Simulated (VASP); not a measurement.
# Al16Co16Si (a cell with a defect) in VASP: notebook

The runs below take Al16Co16Si (a cell with a defect) through single point, with PBE.

All numbers are computed with VASP 6.6.1; they aren't measurements. Logs are shortened: lines on timing, memory, paths and dates and some standing lists are left out, and cuts for length are marked.

**1. The cell of the first run**

The cell holds a defect, 33 atoms: a = 8.065 Å, b = 8.065 Å, c = 8.065 Å, α = 60.00°, β = 60.00°, γ = 60.00°.

**2. Single point, PBE**

The input, INCAR:

```
SYSTEM = Al16Co16Si
PREC = Accurate ; ENCUT = 520
EDIFF = 1E-6 ; ISMEAR = 1
SIGMA = 0.1 ; LREAL = Auto
LASPH = .TRUE. ; NELM = 120
ALGO = Normal ; ISIF = 2
LWAVE = .FALSE. ; LCHARG = .FALSE.
GGA = PE ; NBANDS = 120
GGA_COMPAT = .FALSE.
```

The input, KPOINTS:

```
regular mesh
0
G
  1 1 1
  0 0 0
```

The input, POSCAR:

```
Al16Co16Si
1.0
    0.0000000000      5.7030923000      5.7030923000
    5.7030923000      0.0000000000      5.7030923000
    5.7030923000      5.7030923000      0.0000000000
Al Co Si
16 16 1
Direct
   -0.0051599200      0.0050210480      0.0035402724
    0.2439934209      0.2451606824      0.2446267615
   -0.0135483517      0.0107184834      0.4983977727
    0.2467413161      0.2404449074      0.7493914310
   -0.0135057432      0.4997482681      0.0094311116
    0.2466669705      0.7506770494      0.2392457334
    0.0445089237      0.4770844231      0.4754589892
    0.1648988742      0.7815857197      0.7791849169
    0.4819090864      0.0053248305      0.0048596443
    0.7536436855      0.2464691830      0.2450099747
    0.5063358347     -0.0051598323      0.4969968661
    0.7470342887      0.2587283218      0.7498254061
    0.5065536989      0.4977791610     -0.0058023785
    0.7467811804      0.7506943207      0.2579351556
    0.4817986200      0.4725520574      0.4704635413
    0.7484101213      0.7734833609      0.7720124046
    0.1219486663      0.1253897820      0.1242902031
    0.3831728271      0.3558274868      0.3550142438
    0.1236358212      0.1233831513      0.6213363406
    0.3584152934      0.3878819391      0.8628688159
    0.1238450060      0.6227080526      0.1214857596
    0.3588166546      0.8623627747      0.3884582931
    0.1151224573      0.6246477898      0.6235552246
    0.3723725460      0.8647540213      0.8638171611
    0.6203719515      0.1255209389      0.1245656676
    0.8572059232      0.3831290789      0.3820919223
    0.6185147135      0.1281260168      0.6271708946
    0.8801260327      0.3696484099      0.8797693841
    0.6188018384      0.6284571267      0.1264198372
    0.8801413752      0.8815248352      0.3679036547
    0.7352521719      0.6257531550      0.6231200221
    0.8382884668      0.8975119515      0.8966296232
    0.4901420761      0.6286279989      0.6310237167
```

Potentials or basis: VASP PAW PBE potentials, release 64 (Al, Co, Si).

Command:

```console
$ cat potpaw_PBE.64/Al/POTCAR potpaw_PBE.64/Co/POTCAR potpaw_PBE.64/Si/POTCAR > POTCAR
$ mpirun -np 1 vasp_gam > vasp.out
```

OUTCAR:

```text
SYSTEM = Al16Co16Si
   PREC = Accurate
   ENCUT = 520
   EDIFF = 1E-6
   ISMEAR = 1
   LREAL = Auto
   LASPH = .TRUE.
   NELM = 120
   ISIF = 2
   GGA = PE

 ion  position               nearest neighbor table
   1  0.995  0.005  0.004-  30 2.40  28 2.40  17 2.43  32 2.45  25 2.47  24 2.49  19 2.52  21 2.52
                             8 2.59  10 2.75   4 2.78   6 2.78  12 2.86  14 2.87
   2  0.244  0.245  0.245-  18 2.38  17 2.38  25 2.48  19 2.48  21 2.49  20 2.52  22 2.52  26 2.55
                             7 2.65   9 2.74   3 2.81   5 2.81  11 2.94  13 2.94
   3  0.986  0.011  0.498-  30 2.41  27 2.42  26 2.45  19 2.46  22 2.46  17 2.47  23 2.54  32 2.63
                             8 2.65  16 2.73  10 2.77   2 2.81  12 2.85   6 2.96
   4  0.247  0.240  0.749-  28 2.42  19 2.43  27 2.45  20 2.46  17 2.47  24 2.48  23 2.53  18 2.60
                            15 2.69   7 2.73   1 2.78   9 2.80  11 2.84   5 2.96
   5  0.986  0.500  0.009-  28 2.41  29 2.42  21 2.45  20 2.45  26 2.45  17 2.47  23 2.54  32 2.62
                             8 2.66  16 2.73  10 2.77   2 2.81  14 2.85   4 2.96
   6  0.247  0.751  0.239-  30 2.42  21 2.43  29 2.45  22 2.46  17 2.47  24 2.47  23 2.53  18 2.60
                            15 2.68   7 2.73   1 2.78   9 2.80  13 2.84   3 2.96
   7  0.045  0.477  0.475-  31 2.13  18 2.23  19 2.35  21 2.35  23 2.44  26 2.51   2 2.65  28 2.67
                            30 2.67   6 2.73   4 2.73  14 2.96  12 2.96
   8  0.165  0.782  0.779-  32 2.15  33 2.22  19 2.31  21 2.31  23 2.44  24 2.54   1 2.59  22 2.62
                            20 2.63   3 2.65   5 2.66  11 3.21  13 3.22
   9  0.482  0.005  0.005-  32 2.35  17 2.37  29 2.48  27 2.49  25 2.49  20 2.52  22 2.53  24 2.58
[... 13 lines left out ...]
  16  0.748  0.773  0.772-  31 2.13  32 2.24  29 2.35  27 2.35  23 2.44  24 2.52   9 2.66  28 2.67
                            30 2.67   3 2.73   5 2.73  11 2.97  13 2.97
  17  0.122  0.125  0.124-   9 2.37   2 2.38   1 2.43  10 2.43   3 2.47   5 2.47   6 2.47   4 2.47
                            30 2.77  28 2.77  20 2.85  22 2.86  26 2.94  24 2.97
  18  0.383  0.356  0.355-  15 2.18   7 2.23   2 2.38  13 2.38  11 2.38  10 2.45   4 2.60   6 2.60
                            25 2.63  19 2.81  21 2.82  27 2.91  29 2.91  23 3.06
  19  0.124  0.123  0.621-   8 2.31   7 2.35   4 2.43   3 2.46   2 2.48  12 2.48   1 2.52  11 2.52
                            24 2.80  18 2.81  22 2.82  28 2.88  26 2.89  32 2.93
  20  0.358  0.388  0.863-  33 2.20   5 2.45   4 2.46   2 2.52   9 2.52  12 2.56  13 2.57  15 2.62
                             8 2.63  23 2.75  21 2.82  27 2.83  17 2.85  25 2.99
  21  0.124  0.623  0.121-   8 2.31   7 2.35   6 2.43   5 2.45  14 2.49   2 2.49   1 2.52  13 2.52
                            24 2.80  20 2.82  18 2.82  30 2.88  26 2.89  32 2.93
  22  0.359  0.862  0.388-  33 2.21   3 2.46   6 2.46   2 2.52   9 2.53  14 2.56  11 2.56  15 2.60
                             8 2.62  23 2.75  19 2.82  29 2.83  17 2.86  25 2.99
  23  0.115  0.625  0.624-   8 2.44   7 2.44  16 2.44  15 2.45   4 2.53   6 2.53   5 2.54   3 2.54
                            22 2.75  20 2.75  28 2.80  30 2.80  31 3.06  18 3.06  33 3.07  32 3.11
  24  0.372  0.865  0.864-  11 2.42  13 2.42   6 2.47   4 2.48   1 2.49  16 2.52   8 2.54   9 2.58
                            21 2.80  19 2.80  33 2.84  29 2.91  31 2.91  27 2.91  17 2.97
  25  0.620  0.126  0.125-  13 2.45  11 2.45   1 2.47  10 2.47  12 2.47  14 2.47   2 2.48   9 2.49
                            32 2.60  18 2.63  30 2.87  28 2.87  20 2.99  22 2.99
  26  0.857  0.383  0.382-  14 2.42  12 2.42   3 2.45   5 2.45  10 2.49   7 2.51  15 2.52   2 2.55
                            27 2.82  29 2.82  19 2.89  21 2.89  31 2.92  17 2.94  33 2.98
  27  0.619  0.128  0.627-  15 2.31  16 2.35   3 2.42   4 2.45  11 2.48   9 2.49  12 2.51  10 2.52
                            32 2.80  26 2.82  20 2.83  30 2.89  18 2.91  24 2.91
  28  0.880  0.370  0.880-  31 2.38   1 2.40  10 2.41   5 2.41   4 2.42  13 2.46  12 2.46  16 2.67
[... 31 lines left out ...]
   PSTRESS=    0.0 pullay stress
   NELECT =     196.0000    total number of electrons
   NUPDOWN=      -1.0000    fix difference up-down
   EMIN   =  10.00;   EMAX   =-10.00  energy-range for DOS
   EFERMI =   0.00;   METHOD = LEGACY
   ISMEAR =     1;   SIGMA  =   0.10  broadening in eV -4-tet -1-fermi 0-gaus
   EFERMI_NEDOS =   21; number of points for ismear=-14 and -15
   IALGO  =     38    algorithm
   IMIX   =      4    mixing-type and parameters
     AMIX     =   0.40;   BMIX     =  1.00
     AMIX_MAG =   1.60;   BMIX_MAG =  1.00
  volume/ion in A,a.u.               =      11.24        75.87
  Fermi-wavevector in a.u.,A,eV,Ry     =   1.323447  2.500952 23.830756  1.751511
  Thomas-Fermi vector in A             =   2.453054
   LORBIT       =      0    0 simple, 1 ext, 2 COOP (PROOUT), +10 PAW based schemes
   GGA     = PE    functional components
   LHFCALC =     F    Hartree Fock is set to
   AEXX    =    0.0000 exact exchange contribution
   IVDW    =     0    specifies the selected vdW correction
   LEPSILON=     F    determine dielectric tensor
   LRPA    =     F    only Hartree local field effects (RPA)
 non-spin polarized calculation
 Methfessel and Paxton  Order N= 1 SIGMA  =   0.10
  energy-cutoff  :      520.00
  volume of cell :      370.99
 maximum number of plane-waves:      4921
 NGX is ok and might be reduce to    60
   NGX = 29   NGY = 29   NGZ = 29

 number of electron     196.0000006 magnetization

 Free energy of the ion-electron system (eV)
  ---------------------------------------------------
  ext. energy  EPLUGINS =         0.00000000
  ---------------------------------------------------
  free energy    TOTEN  =      -194.41518575 eV

  energy without entropy =     -194.47180188  energy(sigma->0) =     -194.43405779

 E-fermi :  11.0172     XC(G=0): -12.3819

 val. band max:       10.9267636430   @ k =   0.0000   0.0000   0.0000
 cond. band min:      11.1611304244   @ k =   0.0000   0.0000   0.0000
 fundamental gap:      0.2343667814
 Fermi energy:        11.0171789659

 k-point     1 :       0.0000    0.0000    0.0000
  band No.  band energies     occupation
      1      -0.8628      2.00000
      2       1.1292      2.00000
      3       2.5893      2.00000
      4       2.8567      2.00000
      5       2.8839      2.00000
      6       2.9447      2.00000
[... 102 lines left out ...]
    109      13.4512      0.00000
    110      13.5515      0.00000
 [bands above 110 left out]

------------------------ aborting loop because EDIFF is reached ----------------------------------------

  FORCE on cell =-STRESS in cart. coord.  units (eV):
  Direction    XX          YY          ZZ          XY          YZ          ZX
  --------------------------------------------------------------------------------------
  -------------------------------------------------------------------------------------
  Total       26.2383757     20.1134747     20.2099501     -0.8590787     11.0265038     -0.8519649
  in kB      113.3147204     86.8633328     87.2799778     -3.7100720     47.6197616     -3.6793499
  external PRESSURE =      95.8193437 kB  Pullay stress =       0.0000000 kB

 VOLUME and BASIS-vectors are now :
 -----------------------------------------------------------------------------
  energy-cutoff  :      520.00
  volume of cell :      370.99
      direct lattice vectors                 reciprocal lattice vectors
     0.000000000  5.703092300  5.703092300    -0.087671736  0.087671736  0.087671736
     5.703092300  0.000000000  5.703092300     0.087671736 -0.087671736  0.087671736
     5.703092300  5.703092300  0.000000000     0.087671736  0.087671736 -0.087671736

 POSITION                                       TOTAL-FORCE (eV/Angst)
 -----------------------------------------------------------------------------------
      0.04883      5.69386      5.70230         0.001105      0.001113     -0.000590
      2.79330      2.78665      2.78969        -0.003875      0.003563      0.011299
      2.90354      8.46823      5.68695        -0.004392     -0.007264      0.003352
      5.64513      5.68104      2.77847         0.002549      0.003984     -0.003972
      2.90390      5.67985      8.47618        -0.004344      0.003433     -0.008834
      5.64562      2.77121      5.68795         0.002332     -0.001560      0.002622
[... 25 lines left out ...]
     10.23215      9.89440      9.89943         0.008099     -0.007831     -0.008532
      7.18391      6.39411      6.38045         0.035709     -0.070201     -0.018111
 -----------------------------------------------------------------------------------
    total drift:                               -0.005262     -0.003588      0.006644

  FREE ENERGIE OF THE ION-ELECTRON SYSTEM (eV)
  ---------------------------------------------------
  free  energy   TOTEN  =      -194.4151857464 eV

  energy  without entropy=     -194.4718018762  energy(sigma->0) =     -194.43405779
```

Run time: 7.3 min. Hardware: 1 thread of Intel Xeon 8259CL, shared host; peak memory 0.49 GiB.

Results:

```
Free energy   : -194.4152 eV
Pressure      : 9.6 GPa
Largest force : 0.087 eV/Å
```

Forces in eV/Å, atoms in the order of the input:
```
Al   0.001  0.001 -0.001
Al  -0.004  0.004  0.011
Al  -0.004 -0.007  0.003
Al   0.003  0.004 -0.004
Al  -0.004  0.003 -0.009
Al   0.002 -0.002  0.003
Al   0.019 -0.006 -0.006
Al   0.001  0.014 -0.004
Al  -0.002  0.000  0.008
Al   0.003  0.002  0.001
Al   0.006 -0.005  0.008
Al  -0.012  0.001 -0.007
Al   0.009  0.005 -0.007
Al  -0.011 -0.006  0.006
Al   0.012  0.026  0.010
Al  -0.023 -0.009 -0.011
Co  -0.001 -0.010 -0.008
Co  -0.003  0.004  0.005
Co  -0.004 -0.001 -0.002
Co  -0.006  0.003 -0.004
Co   0.005  0.006 -0.008
Co  -0.005 -0.022  0.011
Co   0.002  0.003  0.004
Co  -0.006  0.000 -0.001
Co  -0.002 -0.001 -0.001
Co  -0.001  0.003  0.002
Co  -0.008  0.004 -0.008
Co  -0.002 -0.018  0.008
Co   0.002  0.000 -0.005
Co  -0.002  0.009 -0.019
Co  -0.011  0.071  0.050
Co   0.008 -0.008 -0.009
Si   0.036 -0.070 -0.018
```

Caveat: the k points lie up to 0.95 Å⁻¹ apart, too coarse for converged energies, forces and pressures. Spin polarisation is off, so any magnetic state and its effect on volume and gap are missing.

**3. Single point, PBE**

The input, INCAR:

```
SYSTEM = Al16Co16Si
  ALGO = Normal
  EDIFF = 1E-6
  ENCUT = 520
  GGA = PE
  GGA_COMPAT = .False.
  ISIF = 2
  ISMEAR = 1
  LASPH = .True.
  LCHARG = .False.
  LREAL = Auto
  LWAVE = .False.
  NBANDS = 120
  NELM = 120
  PREC = Accurate
  SIGMA = 0.1
```

The input, KPOINTS:

```
k-points
0
Gamma
  1 1 1
  0 0 0
```

The input, POSCAR:

```
Al16Co16Si
1.0
    0.0000000000      5.7030923000      5.7030923000
    5.7030923000      0.0000000000      5.7030923000
    5.7030923000      5.7030923000      0.0000000000
Al Co Si
16 16 1
Direct
   -0.0040629712      0.0025963984      0.0042954767
    0.2278084295      0.2342710638      0.2700779540
   -0.0041042646      0.0024285071      0.5042736201
    0.2434689686      0.2497667800      0.7526993733
   -0.0094848544      0.5017421864      0.0073048090
    0.2353781825      0.7631448469      0.2372082423
    0.0017490511      0.5025571829      0.5010571195
    0.2263357197      0.7707058327      0.7698766334
    0.4947815767     -0.0021426972      0.0069674482
    0.7565574557      0.2417272819      0.2373137114
    0.4965393073      0.0072138934      0.5012476302
    0.7641843706      0.2337779103      0.7693361372
    0.4961484667      0.5026386299     -0.0054455545
    0.7483179783      0.7549419286      0.2492087494
    0.4926944633      0.4990699519      0.3911293878
    0.7641597349      0.7707363425      0.7380935252
    0.1167644613      0.1234622312      0.1311440287
    0.3524490565      0.3581093190      0.3660650030
    0.1204951566      0.1266958278      0.6307895455
    0.3425808136      0.3501170760      0.9218290225
    0.1189770329      0.6220749750      0.1301444832
    0.3800400530      0.8471191147      0.3933265292
    0.1483334752      0.6189420255      0.6233231575
    0.3762805136      0.8790253140      0.8731106281
    0.6155233539      0.1255935311      0.1299395943
    0.8407180259      0.3866305127      0.3931860791
    0.6126330798      0.1546695992      0.6231491291
    0.8727020778      0.3827911921      0.8732182890
    0.6377786486      0.6449331883      0.0845024900
    0.8754159564      0.8816532743      0.3735631282
    0.6525914020      0.6577421165      0.6181886623
    0.8708339684      0.8780874018      0.8814489115
    0.4990815246      0.5063053249      0.6481026092
```

Potentials or basis: VASP PAW PBE potentials, release 64 (Al, Co, Si).

Command:

```console
$ cat potpaw_PBE.64/Al/POTCAR potpaw_PBE.64/Co/POTCAR potpaw_PBE.64/Si/POTCAR > POTCAR
$ mpirun -np 1 vasp_gam > vasp.out
```

Wall time 7.5 min (1 thread of Intel Xeon 8259CL, shared host); peak memory 0.49 GiB.

Results (log left out):

```yaml
Free_energy: -194.5360 eV
Pressure: 9.5 GPa
Largest_force: 0.089 eV/Å
```

Forces on the atoms (eV/Å):
```
Al   0.001  0.004 -0.002
Al   0.011  0.007  0.017
Al   0.000  0.000  0.000
Al   0.004  0.002 -0.007
Al  -0.008  0.003  0.004
Al   0.006 -0.008  0.001
Al   0.013 -0.005 -0.003
Al  -0.010  0.005  0.013
Al  -0.003  0.001  0.002
Al  -0.009  0.004  0.003
Al  -0.003  0.001  0.000
Al   0.003 -0.003 -0.004
Al   0.005  0.005  0.000
Al   0.002 -0.001  0.014
Al   0.012  0.016  0.033
Al  -0.016 -0.012 -0.022
Co  -0.002 -0.001  0.001
Co   0.000 -0.008 -0.006
Co   0.005  0.000  0.002
Co   0.020  0.042 -0.041
Co  -0.002  0.003 -0.004
Co   0.003 -0.002  0.006
Co   0.000 -0.003  0.004
Co   0.000  0.003  0.007
Co   0.003  0.001 -0.004
Co  -0.002  0.004  0.003
Co   0.009 -0.004  0.005
Co   0.001 -0.005  0.006
Co  -0.013 -0.006  0.007
Co  -0.001 -0.001 -0.002
Co   0.023 -0.001  0.025
Co  -0.007  0.002  0.004
Si  -0.048 -0.041 -0.063
```

Stress tensor (GPa, compression positive):
```
 8.76  3.91  0.38
 3.91  8.73  0.43
 0.38  0.43 11.08
```

Levels at points of the mesh, in eV from the Fermi level:
```csv
k point,band 94,band 95,band 96,band 97,band 98,band 99,band 100,band 101,band 102,band 103
"(0.00, 0.00, 0.00)",-0.33,-0.14,-0.12,-0.11,-0.06,0.09,0.18,0.31,0.42,1.05
```

Caveat: the k points lie up to 0.95 Å⁻¹ apart, too coarse for converged energies, forces and pressures.

**4. Single point, PBE**

The input, INCAR:

```
SYSTEM = Al16Co16Si
PREC = Accurate ; ENCUT = 520
EDIFF = 1E-6 ; ISMEAR = 1
SIGMA = 0.1 ; LREAL = Auto
LASPH = .True. ; NELM = 120
ALGO = Normal ; ISIF = 2
LWAVE = .False. ; LCHARG = .False.
GGA = PE ; NBANDS = 120
GGA_COMPAT = .False.
```

The input, KPOINTS:

```
regular mesh
0
Gamma
  1 1 1
  0 0 0
```

The input, POSCAR:

```
Al16Co16Si
1.0
    0.0000000000      5.7030923000      5.7030923000
    5.7030923000      0.0000000000      5.7030923000
    5.7030923000      5.7030923000      0.0000000000
Al Co Si
16 16 1
Direct
   -0.0057908935     -0.0016305189      0.0055874951
    0.2627944492      0.2300985029      0.2735561548
   -0.0083415273      0.0032651584      0.5026195175
    0.2292257307      0.2301145468      0.7705706429
    0.0034985406      0.4983709452     -0.0036980815
    0.2450238268      0.7509602291      0.2495953818
   -0.0083603767      0.4990063022      0.5026192545
    0.2292107389      0.7666658314      0.7705872128
    0.4971793110     -0.0065342621      0.0081612742
    0.7612478059      0.2374498656      0.2385533020
    0.4942436229     -0.0016212257      0.5055557316
    0.7501931014      0.2457839408      0.7547795606
    0.4971802753      0.4977436539      0.0081406713
    0.7612369346      0.7592743151      0.2385645240
    0.6116940278      0.4983576191      0.3880713100
    0.7262588052      0.7666547848      0.7369810585
    0.1254499248      0.1216013109      0.1315178609
    0.3759249171      0.3823100496      0.3940056345
    0.1182374341      0.1227704135      0.6327849542
    0.3809391267      0.3442606040      0.9270612717
    0.1254492234      0.6179664145      0.1315266281
    0.3759162376      0.8442938930      0.3940150153
    0.0727688556      0.6524489355      0.6188566333
    0.3670155400      0.8739955866      0.8815577998
    0.6251469050      0.1192632811      0.1328646741
    0.9175473103      0.3549104404      0.3691655139
    0.6057959118      0.1524511536      0.6238671606
    0.8682828086      0.3787683745      0.8743503941
    0.6306547941      0.6418338171      0.0822107508
    0.8669443242      0.8774710695      0.3746498194
    0.6057915282      0.6144236873      0.6238764538
    0.8682743045      0.8751412808      0.8743511831
    0.3479059071      0.4983805891      0.6519237818
```

Command:

```console
$ cat potpaw_PBE.64/Al/POTCAR potpaw_PBE.64/Co/POTCAR potpaw_PBE.64/Si/POTCAR > POTCAR
$ mpirun -np 1 vasp_gam > vasp.out
```

Wall time 7.4 min (1 thread of Intel Xeon 8259CL, shared host); peak memory 0.49 GiB.

The run converged. Its results:

- Free energy: -194.5393 eV
- Pressure: 9.5 GPa
- Largest force: 0.056 eV/Å

Forces in eV/Å, atoms in the order of the input:
```
Al   0.005  0.000 -0.001
Al  -0.001 -0.019  0.004
Al  -0.004  0.003 -0.003
Al  -0.005  0.000 -0.004
Al   0.008  0.001 -0.010
Al   0.003 -0.003 -0.006
Al   0.001  0.003  0.006
Al   0.004  0.000  0.002
Al   0.001 -0.003  0.006
Al  -0.013 -0.001 -0.006
Al  -0.001  0.000  0.004
Al   0.003  0.004 -0.006
Al  -0.004 -0.003 -0.002
Al   0.002  0.000  0.015
Al   0.018 -0.001 -0.013
Al  -0.002  0.018  0.004
Co   0.002  0.004  0.003
Co  -0.004 -0.002 -0.001
Co   0.001 -0.002 -0.001
Co   0.024  0.042 -0.024
Co  -0.004  0.004 -0.002
Co   0.001 -0.001  0.004
Co   0.023 -0.041 -0.024
Co   0.001  0.002 -0.001
Co  -0.002  0.003  0.001
Co  -0.005  0.007  0.005
Co  -0.004  0.002 -0.001
Co   0.002 -0.004  0.003
Co  -0.005 -0.006  0.004
Co  -0.002 -0.004  0.001
Co   0.001  0.001  0.003
Co  -0.004 -0.004 -0.002
Si  -0.039  0.000  0.040
```

Stress tensor (GPa, compression positive):
```
 8.73  0.00 -3.94
 0.00 11.08  0.00
-3.94  0.00  8.72
```

Levels at points of the mesh, in eV from the Fermi level:
```csv
k point,band 96,band 97,band 98,band 99,band 100,band 101
"(0.00, 0.00, 0.00)",-0.12,-0.11,-0.06,0.09,0.18,0.31
```

Caveat: the k points lie up to 0.95 Å⁻¹ apart, too coarse for converged energies, forces and pressures.

**5. Overview**

```tsv
cell	pressure (GPa)	largest force (eV/Å)
as given, atomic positions A	9.6	0.09
as given, atomic positions B	9.5	0.09
as given, atomic positions C	9.5	0.06
```

Alike in all rows: task single point; level PBE; potentials or basis VASP PAW PBE potentials, release 64 (Al, Co, Si); no spin polarisation; k mesh 1 × 1 × 1; cutoff (eV) 520; smearing methfessel-paxton 0.1 eV.

Caveats: all runs use coarse meshes.

Absolute energies hang on the potentials; compare differences alone.
